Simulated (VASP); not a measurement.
# TiSi16 (a cell with a defect) in VASP: further runs, part 2 of 3

VASP 6.6.1. The steps go on from the part before.

**3. Single point, PBE**

Input file INCAR:

```
SYSTEM = TiSi16
PREC = Accurate
ENCUT = 520
EDIFF = 1E-6
ISMEAR = -1
SIGMA = 0.05
LREAL = Auto
LASPH = .True.
NELM = 80
ALGO = Normal
ISIF = 2
LWAVE = .False.
LCHARG = .True.
GGA = PE
LELF = .True.
LVHAR = .True.
NBANDS = 52
```

Input file KPOINTS:

```
Automatic mesh
0
Gamma
  2 2 2
  0 0 0
```

Input file POSCAR:

```
TiSi16
1.0
    0.0000000000      5.4300000000      5.4300000000
    5.4300000000      0.0000000000      5.4300000000
    5.4300000000      5.4300000000      0.0000000000
Si Ti
16 1
Direct
    0.0012642135     -0.0036219346      0.0014119935
    0.1213120676      0.1291233319      0.1214511348
   -0.0119616967      0.0046598239      0.5039107796
    0.1212433198      0.1291772857      0.6286067235
    0.0013573529      0.5020258168      0.0014713491
    0.1248403357      0.6257262660      0.1250229626
    0.0012687289      0.5020246394      0.4957132783
    0.1212527350      0.6221393881      0.6285288251
    0.5037413097      0.0047069788     -0.0118082957
    0.6284542570      0.1291592033      0.1213978928
    0.5037842207      0.0045784377      0.5039222949
    0.6248168948      0.1256594598      0.6249428756
    0.4955430071      0.5020197265      0.0014138200
    0.6283943839      0.6221363567      0.1213890234
    0.5037720839      0.4889414689      0.5039896143
    0.6283963003      0.6221133622      0.6285329095
    0.3748303959     -0.1242803912      0.3749950387
```

Potentials or basis: VASP PAW PBE potentials, release 64 (Si, Ti_sv).

The run is started by

```
> cat potpaw_PBE.64/Si/POTCAR potpaw_PBE.64/Ti_sv/POTCAR > POTCAR
> mpirun -np 1 vasp_std > vasp.out
```

OUTCAR:

```text
SYSTEM = TiSi16
   PREC = Accurate
   ENCUT = 520
   EDIFF = 1E-6
   ISMEAR = -1
   LREAL = Auto
   LASPH = .True.
   NELM = 80
   ISIF = 2
   GGA = PE

 ion  position               nearest neighbor table
   1  0.001  0.996  0.001-   6 2.32   4 2.34  10 2.34   2 2.34
   2  0.121  0.129  0.121-   1 2.34   5 2.34   9 2.40   3 2.40  17 2.75
   3  0.988  0.005  0.504-  12 2.28   4 2.40   2 2.40   8 2.40  17 2.43
   4  0.121  0.129  0.629-   1 2.34   7 2.34   3 2.40  11 2.40  17 2.75
   5  0.001  0.502  0.001-   6 2.32   2 2.34   8 2.34  14 2.34
   6  0.125  0.626  0.125-   1 2.32   7 2.32  13 2.32   5 2.32
   7  0.001  0.502  0.496-   6 2.32   4 2.34  16 2.34   8 2.34
   8  0.121  0.622  0.629-   7 2.34   5 2.34  15 2.40   3 2.40  17 2.75
   9  0.504  0.005  0.988-  12 2.28  10 2.40   2 2.40  14 2.40  17 2.43
  10  0.628  0.129  0.121-   1 2.34  13 2.34   9 2.40  11 2.40  17 2.75
  11  0.504  0.005  0.504-  12 2.28  16 2.40  10 2.40   4 2.40  17 2.42
  12  0.625  0.126  0.625-  11 2.28   3 2.28   9 2.28  15 2.28
  13  0.496  0.502  0.001-   6 2.32  10 2.34  16 2.34  14 2.34
  14  0.628  0.622  0.121-  13 2.34   5 2.34   9 2.40  15 2.40  17 2.75
[... 207 lines left out ...]

 k-point     1 :       0.0000    0.0000    0.0000
  band No.  band energies     occupation
      1     -49.8504      2.00000
      2     -26.2252      2.00000
      3     -26.2251      2.00000
      4     -26.2244      2.00000
      5      -5.7200      2.00000
      6      -3.5134      2.00000
[... 413 lines left out ...]
     49       9.8722      0.00000
     50      10.5413      0.00000
 [bands above 50 left out]

------------------------ aborting loop because EDIFF is reached ----------------------------------------

  FORCE on cell =-STRESS in cart. coord.  units (eV):
  Direction    XX          YY          ZZ          XY          YZ          ZX
  --------------------------------------------------------------------------------------
  -------------------------------------------------------------------------------------
  Total        8.0885903      8.0792264      8.0842908      0.0012691      0.0045779      0.0116559
  in kB       40.4719322     40.4250788     40.4504192      0.0063501      0.0229058      0.0583211
  external PRESSURE =      40.4491434 kB  Pullay stress =       0.0000000 kB

 VOLUME and BASIS-vectors are now :
 -----------------------------------------------------------------------------
  energy-cutoff  :      520.00
  volume of cell :      320.21
      direct lattice vectors                 reciprocal lattice vectors
     0.000000000  5.430000000  5.430000000    -0.092081031  0.092081031  0.092081031
     5.430000000  0.000000000  5.430000000     0.092081031 -0.092081031  0.092081031
     5.430000000  5.430000000  0.000000000     0.092081031  0.092081031 -0.092081031

 POSITION                                       TOTAL-FORCE (eV/Angst)
 -----------------------------------------------------------------------------------
      5.41800      0.01453      5.41720        -0.000760      0.002542     -0.001290
      1.36062      1.31820      1.35986         0.004105      0.002263      0.003635
      2.76154      8.10128      5.39035         0.001450     -0.002846     -0.004856
      4.11477      4.07169      1.35978        -0.006154     -0.000912      0.004249
      2.73399      0.01536      2.73337         0.002832     -0.002943      0.000767
      4.07657      1.35676      4.07558        -0.009291      0.001142     -0.007095
[... 9 lines left out ...]
      6.79101      6.82513      6.79027         0.002001      0.000540      0.000480
      6.79138      4.07155      6.79049         0.000432     -0.002909      0.002342
 -----------------------------------------------------------------------------------
    total drift:                                0.002575     -0.000296      0.004531

  FREE ENERGIE OF THE ION-ELECTRON SYSTEM (eV)
  ---------------------------------------------------
  free  energy   TOTEN  =       -92.2642390820 eV

  energy  without entropy=      -92.1661936545  energy(sigma->0) =      -92.21521637
```

stdout:

```text
POSCAR found type information on POSCAR SiTi
 POSCAR found :  2 types and      17 ions
 scaLAPACK will be used
 LDA part: xc-table for (Slater+PW92), standard interpolation
 POSCAR, INCAR and KPOINTS ok, starting setup
 FFT: planning ... GRIDC
 FFT: planning ... GRID_SOFT
 FFT: planning ... GRID
 WAVECAR not read
 entering main loop
```

Wall time 2.4 min (1 thread of Intel Xeon 6975P-C (Granite Rapids), shared host); peak memory 0.5 GiB.

Results:

* Free energy: -92.2642 eV
* Pressure: 4.0 GPa
* Largest force: 0.012 eV/Å
* Band gap on the k mesh: zero (bands 38 and 39 overlap by 0.44 eV)

Forces in eV/Å, atoms in the order of the input:
```
Si  -0.001  0.003 -0.001
Si   0.004  0.002  0.004
Si   0.001 -0.003 -0.005
Si  -0.006 -0.001  0.004
Si   0.003 -0.003  0.001
Si  -0.009  0.001 -0.007
Si   0.002 -0.001  0.005
Si   0.001  0.002  0.002
Si  -0.008 -0.003  0.001
Si   0.005 -0.001 -0.005
Si   0.001  0.000  0.001
Si   0.003  0.002  0.002
Si   0.006  0.000  0.003
Si   0.004  0.002  0.000
Si  -0.009  0.001 -0.007
Si   0.002  0.001  0.000
Ti   0.000 -0.003  0.002
```

Caveat: the k points lie up to 0.50 Å⁻¹ apart.

**4. Single point, PBE**

Input file INCAR:

```
ALGO = Normal
EDIFF = 1E-6
ENCUT = 520
GGA = PE
ISIF = 2
ISMEAR = -1
LASPH = True
LCHARG = False
LREAL = Auto
LWAVE = False
NBANDS = 52
NELM = 80
PREC = Accurate
SIGMA = 0.05
```

Input file KPOINTS:

```
k-points
0
Gamma
  2 2 2
```

Input file POSCAR:

```
TiSi16
1.0
    0.0000000000      5.4300000000      5.4300000000
    5.4300000000      0.0000000000      5.4300000000
    5.4300000000      5.4300000000      0.0000000000
Si Ti
16 1
Direct
    0.0000352670     -0.0000999079      0.0000196133
    0.1208458564      0.1211219153      0.1210327808
   -0.0039026703     -0.0030717311      0.5034802026
    0.1209233886      0.1210950276      0.6370121547
   -0.0038597606      0.5035890424     -0.0033949355
    0.1209860037      0.6369480663      0.1210513812
   -0.0037908840      0.5036943831      0.5037571823
    0.1290069982      0.6239467772      0.6236491713
    0.5032563536     -0.0030767956     -0.0034421731
    0.6369766114      0.1211255985      0.1210191529
    0.5034325967     -0.0030784530      0.5034244936
    0.6232056169      0.1298415285      0.6236310313
    0.5036160221      0.5035451197     -0.0034134438
    0.6232338858      0.6239559853      0.1294697974
    0.4996477901      0.5004741252      0.5001043278
    0.6232804788      0.6239456722      0.6236386740
    0.2498120626      0.2502328729      0.2500669429
```

The run is started by

```
> cat potpaw_PBE.64/Si/POTCAR potpaw_PBE.64/Ti_sv/POTCAR > POTCAR
> mpirun -np 1 vasp_std > vasp.out
```

Wall time 2.3 min (1 thread of Intel Xeon 6975P-C (Granite Rapids), shared host); peak memory 0.5 GiB.

The run converged. Its results:

```
Free energy            : -92.2635 eV
Pressure               : 4.0 GPa
Largest force          : 0.024 eV/Å
Band gap on the k mesh : zero (bands 38 and 39 overlap by 0.44 eV)
```

Forces on the atoms (eV/Å):
```
Si   0.001 -0.001  0.001
Si   0.019  0.008  0.012
Si   0.000  0.004 -0.004
Si  -0.005 -0.017  0.015
Si   0.002  0.000  0.005
Si  -0.007  0.012 -0.014
Si  -0.005 -0.001  0.002
Si   0.002 -0.004 -0.004
Si  -0.011  0.000 -0.002
Si   0.018 -0.013 -0.008
Si   0.001  0.006 -0.004
Si  -0.002  0.001 -0.002
Si   0.003 -0.005  0.002
Si  -0.003 -0.002  0.002
Si   0.000  0.000  0.000
Si   0.002  0.004  0.003
Ti  -0.015  0.007 -0.004
```

Levels at points of the mesh, in eV from the Fermi level:
```
           k point  band 33  band 34  band 35  band 36  band 37  band 38  band 39  band 40  band 41  band 42
(0.00, 0.00, 0.00)    -1.72    -0.98    -0.98    -0.98    -0.40    -0.40    -0.40    -0.09    -0.09     0.25
(0.50, 0.00, 0.00)    -1.96    -1.96    -1.36    -1.36    -0.27     0.04     0.05     0.45     0.45     0.81
(0.00, 0.50, 0.00)    -1.97    -1.97    -1.36    -1.36    -0.27     0.04     0.04     0.45     0.45     0.81
(0.00, 0.00, 0.50)    -1.96    -1.96    -1.36    -1.36    -0.27     0.04     0.04     0.45     0.45     0.81
(0.50, 0.50, 0.50)    -1.96    -1.96    -1.36    -1.36    -0.27     0.04     0.05     0.45     0.45     0.81
(0.50, 0.50, 0.00)    -2.45    -2.00    -2.00    -1.87    -0.69    -0.03     0.58     0.58     1.12     1.34
(0.00, 0.50, 0.50)    -2.45    -2.00    -2.00    -1.87    -0.69    -0.03     0.58     0.58     1.12     1.34
(0.50, 0.00, 0.50)    -2.45    -2.00    -2.00    -1.87    -0.69    -0.03     0.58     0.58     1.12     1.34
```

Caveat: the k points lie up to 0.50 Å⁻¹ apart.

**5. Single point, PBE**

Input file INCAR:

```
SYSTEM = TiSi16
  PREC = Accurate
  ENCUT = 520
  EDIFF = 1E-6
  ISMEAR = -1
  SIGMA = 0.05
  LREAL = Auto
  LASPH = .True.
  NELM = 100
  ALGO = Normal
  ISIF = 2
  LWAVE = .False.
  LCHARG = .False.
  GGA = PE
  NBANDS = 52
```

Input file KPOINTS:

```
regular mesh
0
Gamma
  2 2 2
  0 0 0
```

Input file POSCAR:

```
TiSi16
1.0
    0.0000000000      5.4300000000      5.4300000000
    5.4300000000      0.0000000000      5.4300000000
    5.4300000000      5.4300000000      0.0000000000
Si Ti
16 1
Direct
    0.0012642726     -0.0036219153      0.0014119705
    0.1213120626      0.1291232965      0.1214511050
   -0.0119616022      0.0046597606      0.5039107735
    0.1212433702      0.1291772560      0.6286067219
    0.0013573665      0.5020258748      0.0014713628
    0.1248404236      0.6257262431      0.1250229282
    0.0012686924      0.5020246777      0.4957132597
    0.1212527624      0.6221393186      0.6285288214
    0.5037412523      0.0047069982     -0.0118082873
    0.6284542357      0.1291592081      0.1213978821
    0.5037841621      0.0045784530      0.5039222836
    0.6248169429      0.1256594843      0.6249429098
    0.4955430939      0.5020197053      0.0014138122
    0.6283943831      0.6221363720      0.1213890424
    0.5037720994      0.4889415285      0.5039895948
    0.6283963168      0.6221132597      0.6285329650
    0.3748303867     -0.1242802947      0.3749950276
```

Potentials or basis: VASP PAW PBE potentials, release 64 (Si, Ti_sv).

The run is started by

```
> cat potpaw_PBE.64/Si/POTCAR potpaw_PBE.64/Ti_sv/POTCAR > POTCAR
> mpirun -np 1 vasp_std > vasp.out
```

OUTCAR:

```text
SYSTEM = TiSi16
   PREC = Accurate
   ENCUT = 520
   EDIFF = 1E-6
   ISMEAR = -1
   LREAL = Auto
   LASPH = .True.
   NELM = 100
   ISIF = 2
   GGA = PE

 ion  position               nearest neighbor table
   1  0.001  0.996  0.001-   6 2.32   4 2.34  10 2.34   2 2.34
   2  0.121  0.129  0.121-   1 2.34   5 2.34   9 2.40   3 2.40  17 2.75
   3  0.988  0.005  0.504-  12 2.28   4 2.40   2 2.40   8 2.40  17 2.43
   4  0.121  0.129  0.629-   1 2.34   7 2.34   3 2.40  11 2.40  17 2.75
   5  0.001  0.502  0.001-   6 2.32   2 2.34   8 2.34  14 2.34
   6  0.125  0.626  0.125-   1 2.32   7 2.32  13 2.32   5 2.32
   7  0.001  0.502  0.496-   6 2.32   4 2.34  16 2.34   8 2.34
   8  0.121  0.622  0.629-   7 2.34   5 2.34  15 2.40   3 2.40  17 2.75
   9  0.504  0.005  0.988-  12 2.28  10 2.40   2 2.40  14 2.40  17 2.43
  10  0.628  0.129  0.121-   1 2.34  13 2.34   9 2.40  11 2.40  17 2.75
  11  0.504  0.005  0.504-  12 2.28  16 2.40  10 2.40   4 2.40  17 2.42
  12  0.625  0.126  0.625-  11 2.28   3 2.28   9 2.28  15 2.28
  13  0.496  0.502  0.001-   6 2.32  10 2.34  16 2.34  14 2.34
  14  0.628  0.622  0.121-  13 2.34   5 2.34   9 2.40  15 2.40  17 2.75
[... 207 lines left out ...]

 k-point     1 :       0.0000    0.0000    0.0000
  band No.  band energies     occupation
      1     -49.8504      2.00000
      2     -26.2252      2.00000
      3     -26.2251      2.00000
      4     -26.2244      2.00000
      5      -5.7200      2.00000
      6      -3.5134      2.00000
[... 413 lines left out ...]
     49       9.8722      0.00000
     50      10.5413      0.00000
 [bands above 50 left out]

------------------------ aborting loop because EDIFF is reached ----------------------------------------

  FORCE on cell =-STRESS in cart. coord.  units (eV):
  Direction    XX          YY          ZZ          XY          YZ          ZX
  --------------------------------------------------------------------------------------
  -------------------------------------------------------------------------------------
  Total        8.0885953      8.0792293      8.0842951      0.0012885      0.0045940      0.0116470
  in kB       40.4719570     40.4250936     40.4504405      0.0064470      0.0229866      0.0582766
  external PRESSURE =      40.4491637 kB  Pullay stress =       0.0000000 kB

 VOLUME and BASIS-vectors are now :
 -----------------------------------------------------------------------------
  energy-cutoff  :      520.00
  volume of cell :      320.21
      direct lattice vectors                 reciprocal lattice vectors
     0.000000000  5.430000000  5.430000000    -0.092081031  0.092081031  0.092081031
     5.430000000  0.000000000  5.430000000     0.092081031 -0.092081031  0.092081031
     5.430000000  5.430000000  0.000000000     0.092081031  0.092081031 -0.092081031

 POSITION                                       TOTAL-FORCE (eV/Angst)
 -----------------------------------------------------------------------------------
      5.41800      0.01453      5.41720        -0.000762      0.002538     -0.001299
      1.36062      1.31820      1.35986         0.004113      0.002264      0.003642
      2.76154      8.10128      5.39035         0.001454     -0.002851     -0.004861
      4.11477      4.07169      1.35978        -0.006149     -0.000916      0.004251
      2.73399      0.01536      2.73337         0.002825     -0.002944      0.000761
      4.07657      1.35676      4.07558        -0.009286      0.001142     -0.007093
[... 9 lines left out ...]
      6.79101      6.82513      6.79027         0.002005      0.000534      0.000486
      6.79138      4.07155      6.79049         0.000422     -0.002907      0.002335
 -----------------------------------------------------------------------------------
    total drift:                                0.002573     -0.000297      0.004528

  FREE ENERGIE OF THE ION-ELECTRON SYSTEM (eV)
  ---------------------------------------------------
  free  energy   TOTEN  =       -92.2642390795 eV

  energy  without entropy=      -92.1661935428  energy(sigma->0) =      -92.21521631
```

stdout:

```text
POSCAR found type information on POSCAR SiTi
 POSCAR found :  2 types and      17 ions
 scaLAPACK will be used
 LDA part: xc-table for (Slater+PW92), standard interpolation
 POSCAR, INCAR and KPOINTS ok, starting setup
 FFT: planning ... GRIDC
 FFT: planning ... GRID_SOFT
 FFT: planning ... GRID
 WAVECAR not read
 entering main loop
```

It took 2.5 min on 1 thread of Intel Xeon 6975P-C (Granite Rapids), shared host; peak memory 0.5 GiB.

What came out:

```
Free energy            : -92.2642 eV
Pressure               : 4.0 GPa
Largest force          : 0.012 eV/Å
Band gap on the k mesh : zero (bands 38 and 39 overlap by 0.44 eV)
```

Forces in eV/Å, atoms in the order of the input:
```
Si  -0.001  0.003 -0.001
Si   0.004  0.002  0.004
Si   0.001 -0.003 -0.005
Si  -0.006 -0.001  0.004
Si   0.003 -0.003  0.001
Si  -0.009  0.001 -0.007
Si   0.002 -0.001  0.005
Si   0.001  0.002  0.002
Si  -0.008 -0.003  0.001
Si   0.005 -0.001 -0.005
Si   0.001  0.000  0.001
Si   0.003  0.002  0.002
Si   0.006  0.000  0.003
Si   0.004  0.002  0.000
Si  -0.009  0.001 -0.007
Si   0.002  0.001  0.000
Ti   0.000 -0.003  0.002
```

Caveat: the k points lie up to 0.50 Å⁻¹ apart.

**6. Single point, PBE**

Input file INCAR:

```
SYSTEM = TiSi16
  PREC = Accurate
  ENCUT = 520
  EDIFF = 1E-7
  ISMEAR = -1
  SIGMA = 0.05
  LREAL = Auto
  LASPH = .TRUE.
  NELM = 100
  ALGO = Normal
  ISIF = 2
  LWAVE = .FALSE.
  LCHARG = .TRUE.
  GGA = PE
  LELF = .TRUE.
  LVHAR = .TRUE.
  NBANDS = 52
```

Input file KPOINTS:

```
Automatic mesh
0
G
  2 2 2
  0 0 0
```

Input file POSCAR:

```
TiSi16
1.0
    0.0000000000      5.4300000000      5.4300000000
    5.4300000000      0.0000000000      5.4300000000
    5.4300000000      5.4300000000      0.0000000000
Si Ti
16 1
Direct
    0.0000352670     -0.0000999079      0.0000196133
    0.1208458564      0.1211219153      0.1210327808
   -0.0039026703     -0.0030717311      0.5034802026
    0.1209233886      0.1210950276      0.6370121547
   -0.0038597606      0.5035890424     -0.0033949355
    0.1209860037      0.6369480663      0.1210513812
   -0.0037908840      0.5036943831      0.5037571823
    0.1290069982      0.6239467772      0.6236491713
    0.5032563536     -0.0030767956     -0.0034421731
    0.6369766114      0.1211255985      0.1210191529
    0.5034325967     -0.0030784530      0.5034244936
    0.6232056169      0.1298415285      0.6236310313
    0.5036160221      0.5035451197     -0.0034134438
    0.6232338858      0.6239559853      0.1294697974
    0.4996477901      0.5004741252      0.5001043278
    0.6232804788      0.6239456722      0.6236386740
    0.2498120626      0.2502328729      0.2500669429
```

Potentials or basis: VASP PAW PBE potentials, release 64 (Si, Ti_sv).

The run is started by

```
> cat potpaw_PBE.64/Si/POTCAR potpaw_PBE.64/Ti_sv/POTCAR > POTCAR
> mpirun -np 1 vasp_std > vasp.out
```

It took 2.8 min on 1 thread of Intel Xeon 6975P-C (Granite Rapids), shared host; peak memory 0.49 GiB.

The run converged. Its results:

```
Free energy            : -92.2635 eV
Pressure               : 4.0 GPa
Largest force          : 0.024 eV/Å
Band gap on the k mesh : zero (bands 38 and 39 overlap by 0.44 eV)
```

Forces in eV/Å, atoms in the order of the input:
```
Si   0.001 -0.001  0.001
Si   0.019  0.008  0.012
Si   0.000  0.004 -0.004
Si  -0.005 -0.017  0.015
Si   0.002  0.000  0.005
Si  -0.007  0.012 -0.014
Si  -0.005 -0.001  0.002
Si   0.002 -0.004 -0.004
Si  -0.011  0.000 -0.002
Si   0.018 -0.013 -0.008
Si   0.001  0.006 -0.004
Si  -0.002  0.001 -0.002
Si   0.003 -0.005  0.002
Si  -0.003 -0.002  0.002
Si   0.000  0.000  0.000
Si   0.002  0.004  0.003
Ti  -0.015  0.007 -0.004
```

Levels at points of the mesh, in eV from the Fermi level:
| k point | band 34 | band 35 | band 36 | band 37 | band 38 | band 39 | band 40 | band 41 |
| --- | --- | --- | --- | --- | --- | --- | --- | --- |
| (0.00, 0.00, 0.00) | -0.98 | -0.98 | -0.98 | -0.40 | -0.40 | -0.40 | -0.09 | -0.09 |
| (0.50, 0.00, 0.00) | -1.96 | -1.36 | -1.36 | -0.27 | 0.04 | 0.05 | 0.45 | 0.45 |
| (0.00, 0.50, 0.00) | -1.97 | -1.36 | -1.36 | -0.27 | 0.04 | 0.04 | 0.45 | 0.45 |
| (0.00, 0.00, 0.50) | -1.96 | -1.36 | -1.36 | -0.27 | 0.04 | 0.04 | 0.45 | 0.45 |
| (0.50, 0.50, 0.50) | -1.96 | -1.36 | -1.36 | -0.27 | 0.04 | 0.05 | 0.45 | 0.45 |
| (0.50, 0.50, 0.00) | -2.00 | -2.00 | -1.87 | -0.69 | -0.03 | 0.58 | 0.58 | 1.12 |
| (0.00, 0.50, 0.50) | -2.00 | -2.00 | -1.87 | -0.69 | -0.03 | 0.58 | 0.58 | 1.12 |
| (0.50, 0.00, 0.50) | -2.00 | -2.00 | -1.87 | -0.69 | -0.03 | 0.58 | 0.58 | 1.12 |

Caveat: the k points lie up to 0.50 Å⁻¹ apart.

[end of part 2 of 3]
